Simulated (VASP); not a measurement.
# CdS (km) (F-43m) in VASP: single point with PBEsol

Aim: the single point of CdS (km) with PBEsol.

Program: VASP 6.6.1. These are calculated values, not measurements. Logs are shortened: lines on timing, memory, paths and dates and some standing lists are left out, and cuts for length are marked.

### Step 1. The cell of the first run

Symmetry: F-43m, No. 216, cubic system. The conventional cell has a = 5.824 Å, b = 5.824 Å, c = 5.824 Å, α = 90.00°, β = 90.00°, γ = 90.00°. Within 3.3 Å of Cd (site symmetry -43m) lie 4 S at 2.52 Å. Within 3.3 Å of S (site symmetry -43m) lie 4 Cd at 2.52 Å.

### Step 2. Single point, PBEsol

The input, INCAR:

```
ALGO = Normal
EDIFF = 1E-6
ENCUT = 500
GGA = PS
GGA_COMPAT = False
ISIF = 2
ISMEAR = 0
LASPH = True
LCHARG = False
LREAL = False
LWAVE = False
NBANDS = 16
NELM = 120
PREC = Accurate
SIGMA = 0.02
```

The input, KPOINTS:

```
k-points
0
Gamma
  4 4 4
```

The input, POSCAR:

```
CdS
1.0
    0.0000000000      2.9121733497      2.9121733497
    2.9121733497      0.0000000000      2.9121733497
    2.9121733497      2.9121733497      0.0000000000
Cd S
1 1
Direct
    0.0000000000      0.0000000000      0.0000000000
    0.7500000000      0.7500000000      0.7500000000
```

Potentials or basis: VASP PAW PBE potentials, release 64 (Cd, S).

Command:

```bash
> cat potpaw_PBE.64/Cd/POTCAR potpaw_PBE.64/S/POTCAR > POTCAR
> mpirun -np 1 vasp_std > vasp.out
```

OUTCAR:

```text
EDIFF = 1E-6
   ENCUT = 500
   GGA = PS
   ISIF = 2
   ISMEAR = 0
   LASPH = True
   LREAL = False
   NELM = 120
   PREC = Accurate

 ion  position               nearest neighbor table
   1  0.000  0.000  0.000-   2 2.52   2 2.52   2 2.52   2 2.52
   2  0.750  0.750  0.750-   1 2.52   1 2.52   1 2.52   1 2.52

  LATTYP: Found a face centered cubic cell.
 ALAT       =     5.8243466994

  Lattice vectors:

 A1 = (   0.0000000000,   2.9121733497,   2.9121733497)
 A2 = (   2.9121733497,   0.0000000000,   2.9121733497)
 A3 = (   2.9121733497,   2.9121733497,   0.0000000000)

Analysis of symmetry for initial positions (statically):
=====================================================================
 Subroutine PRICEL returns:
 Original cell was already a primitive cell.

 Routine SETGRP: Setting up the symmetry group for a
 face centered cubic supercell.

 Subroutine GETGRP returns: Found 24 space group operations
 (whereof 24 operations were pure point group operations)
 out of a pool of 48 trial point group operations.

The static configuration has the point symmetry T_d .

Analysis of symmetry for dynamics (positions and initial velocities):
=====================================================================
 Subroutine PRICEL returns:
 Original cell was already a primitive cell.

 Routine SETGRP: Setting up the symmetry group for a
 face centered cubic supercell.

 Subroutine GETGRP returns: Found 24 space group operations
 (whereof 24 operations were pure point group operations)
 out of a pool of 48 trial point group operations.

The dynamic configuration has the point symmetry T_d .

 Subroutine INISYM returns: Found 24 space group operations
 (whereof 24 operations are pure point group operations),
 and found     1 'primitive' translations

----------------------------------------------------------------------------------------

                                     Primitive cell

  volume of cell :      49.3948

  direct lattice vectors                    reciprocal lattice vectors
     0.000000000  2.912173350  2.912173350    -0.171693076  0.171693076  0.171693076
     2.912173350  0.000000000  2.912173350     0.171693076 -0.171693076  0.171693076
     2.912173350  2.912173350  0.000000000     0.171693076  0.171693076 -0.171693076

  length of vectors
     4.118435047  4.118435047  4.118435047     0.297381131  0.297381131  0.297381131

  position of ions in fractional coordinates (direct lattice)
     0.000000000  0.000000000  0.000000000
[... 60 lines left out ...]
   NELM   =    120;   NELMIN=  2; NELMDL= -5     # of ELM steps
   EDIFF  = 0.1E-05   stopping-criterion for ELM
   LREAL  =      F    real-space projection
   EDIFFG = 0.1E-04   stopping-criterion for IOM
   NSW    =      0    number of steps for IOM
   IBRION =     -1    ionic relax: 0-MD 1-quasi-New 2-CG
   NFREE  =      0    steps in history (QN), initial steepest desc. (CG)
   ISIF   =      2    stress and relaxation
   ISYM   =      2    0-nonsym 1-usesym 2-fastsym
   POTIM  = 0.5000    time-step for ionic-motion
   TEBEG  =    0.0;   TEEND  =   0.0 temperature during run
   PSTRESS=    0.0 pullay stress
   NELECT =      18.0000    total number of electrons
   NUPDOWN=      -1.0000    fix difference up-down
   EMIN   =  10.00;   EMAX   =-10.00  energy-range for DOS
   EFERMI =   0.00;   METHOD = LEGACY
   ISMEAR =     0;   SIGMA  =   0.02  broadening in eV -4-tet -1-fermi 0-gaus
   EFERMI_NEDOS =   21; number of points for ismear=-14 and -15
   IALGO  =     38    algorithm
   IMIX   =      4    mixing-type and parameters
     AMIX     =   0.40;   BMIX     =  1.00
     AMIX_MAG =   1.60;   BMIX_MAG =  1.00
  volume/ion in A,a.u.               =      24.70       166.67
  Fermi-wavevector in a.u.,A,eV,Ry     =   1.169334  2.209720 18.603806  1.367341
  Thomas-Fermi vector in A             =   2.305808
   LORBIT       =      0    0 simple, 1 ext, 2 COOP (PROOUT), +10 PAW based schemes
   GGA     = PS    functional components
   LHFCALC =     F    Hartree Fock is set to
   AEXX    =    0.0000 exact exchange contribution
   IVDW    =     0    specifies the selected vdW correction
   LEPSILON=     F    determine dielectric tensor
   LRPA    =     F    only Hartree local field effects (RPA)
 non-spin polarized calculation
 Gauss-broadening in eV      SIGMA  =   0.02
  energy-cutoff  :      500.00
  volume of cell :       49.39
 maximum number of plane-waves:      1283
   NGX = 15   NGY = 15   NGZ = 15

 number of electron      18.0000004 magnetization

 Free energy of the ion-electron system (eV)
  ---------------------------------------------------
  ext. energy  EPLUGINS =         0.00000000
  ---------------------------------------------------
  free energy    TOTEN  =        -6.77604414 eV

  energy without entropy =       -6.77604414  energy(sigma->0) =       -6.77604414

 E-fermi :   1.3757     XC(G=0):  -9.3899

 val. band max:        1.2758715229   @ k =   0.0000   0.0000   0.0000
 cond. band min:       2.2800164615   @ k =   0.0000   0.0000   0.0000
 fundamental gap:      1.0041449386
 Fermi energy:         1.3756517041

 k-point     1 :       0.0000    0.0000    0.0000
  band No.  band energies     occupation
      1     -11.1344      2.00000
      2      -6.4932      2.00000
      3      -6.4932      2.00000
      4      -6.4932      2.00000
      5      -6.0018      2.00000
      6      -6.0018      2.00000
[... 129 lines left out ...]
      3      -6.2355      2.00000
      4      -6.0430      2.00000
      5      -5.9953      2.00000
      6      -5.3546      2.00000
[... 8 lines left out ...]
     15      14.3634      0.00000
     16      14.5843      0.00000

------------------------ aborting loop because EDIFF is reached ----------------------------------------

  FORCE on cell =-STRESS in cart. coord.  units (eV):
  Direction    XX          YY          ZZ          XY          YZ          ZX
  --------------------------------------------------------------------------------------
  -------------------------------------------------------------------------------------
  Total        0.1735285      0.1735285      0.1735285      0.0000000     -0.0000000      0.0000000
  in kB        5.6285918      5.6285918      5.6285918      0.0000000     -0.0000000      0.0000000
  external PRESSURE =       5.6285918 kB  Pullay stress =       0.0000000 kB

 VOLUME and BASIS-vectors are now :
 -----------------------------------------------------------------------------
  energy-cutoff  :      500.00
  volume of cell :       49.39
      direct lattice vectors                 reciprocal lattice vectors
     0.000000000  2.912173350  2.912173350    -0.171693076  0.171693076  0.171693076
     2.912173350  0.000000000  2.912173350     0.171693076 -0.171693076  0.171693076
     2.912173350  2.912173350  0.000000000     0.171693076  0.171693076 -0.171693076

 POSITION                                       TOTAL-FORCE (eV/Angst)
 -----------------------------------------------------------------------------------
      0.00000      0.00000      0.00000        -0.000000     -0.000000     -0.000000
      4.36826      4.36826      4.36826         0.000000      0.000000      0.000000
 -----------------------------------------------------------------------------------
    total drift:                                0.000000      0.000000      0.000000

  FREE ENERGIE OF THE ION-ELECTRON SYSTEM (eV)
  ---------------------------------------------------
  free  energy   TOTEN  =        -6.7760441444 eV

  energy  without entropy=       -6.7760441444  energy(sigma->0) =       -6.77604414
```

OSZICAR:

```text
N       E                     dE             d eps       ncg     rms          rms(c)
DAV:   1     0.102537599403E+03    0.10254E+03   -0.85613E+03   264   0.971E+02
DAV:   2    -0.351302900059E+01   -0.10605E+03   -0.10039E+03   320   0.248E+02
DAV:   3    -0.726714378306E+01   -0.37541E+01   -0.37499E+01   304   0.481E+01
DAV:   4    -0.729035658246E+01   -0.23213E-01   -0.23211E-01   320   0.378E+00
DAV:   5    -0.729064750852E+01   -0.29093E-03   -0.29092E-03   336   0.394E-01    0.786E+00
DAV:   6    -0.680005501173E+01    0.49059E+00   -0.79148E-01   368   0.122E+01    0.635E+00
DAV:   7    -0.677839934605E+01    0.21656E-01   -0.17444E-01   304   0.295E+00    0.302E+00
DAV:   8    -0.677620941364E+01    0.21899E-02   -0.18645E-02   280   0.172E+00    0.259E-01
DAV:   9    -0.677596133138E+01    0.24808E-03   -0.23281E-03   320   0.729E-01    0.555E-02
DAV:  10    -0.677599904716E+01   -0.37716E-04   -0.22147E-04   264   0.175E-01    0.617E-02
DAV:  11    -0.677604680650E+01   -0.47759E-04   -0.81516E-05   288   0.820E-02    0.218E-02
DAV:  12    -0.677604338732E+01    0.34192E-05   -0.13799E-05   336   0.453E-02    0.932E-03
DAV:  13    -0.677604414439E+01   -0.75706E-06   -0.28801E-06   280   0.923E-03
   1 F= -.67760441E+01 E0= -.67760441E+01  d E =-.819755E-14
```

stdout:

```text
POSCAR found type information on POSCAR CdS
 POSCAR found :  2 types and       2 ions
 scaLAPACK will be used
 -----------------------------------------------------------------------------
|                                                                             |
|                                                                             |
|     You enforced a specific xc type in the INCAR file but a different       |
|     I HOPE YOU KNOW WHAT YOU ARE DOING!                                     |
|                                                                             |
 -----------------------------------------------------------------------------

 LDA part: xc-table for (Slater+PW92), standard interpolation
 POSCAR, INCAR and KPOINTS ok, starting setup
 FFT: planning ... GRIDC
 FFT: planning ... GRID_SOFT
 FFT: planning ... GRID
 WAVECAR not read
 entering main loop
```

Run time: 7.9 s. Hardware: 1 thread of Intel Xeon Platinum 8259CL at 2.50GHz (Skylake/Cascade Lake), shared host; peak memory 0.16 GiB.

Results:

```yaml
Free_energy: -6.7760 eV
Pressure: 0.6 GPa
Band_gap_on_the_k_mesh: 1.00 eV, direct
```

Levels at points of the mesh, in eV from the valence-band top:
```
           k point  band 5  band 6  band 7  band 8  band 9  band 10  band 11  band 12  band 13  band 14
(0.00, 0.00, 0.00)   -7.28   -7.28    0.00    0.00    0.00     1.00     6.43     6.43     6.43    11.22
(0.50, 0.00, 0.00)   -7.24   -6.89   -4.52   -0.77   -0.77     2.88     6.89     6.89     7.33    10.88
(0.50, 0.50, 0.00)   -7.19   -6.83   -4.05   -1.93   -1.93     3.37     4.24     9.09    10.68    10.68
```

Caveat: the k points lie up to 0.47 Å⁻¹ apart; the PAW data sets were made with another functional, which shifts forces and pressure a little.
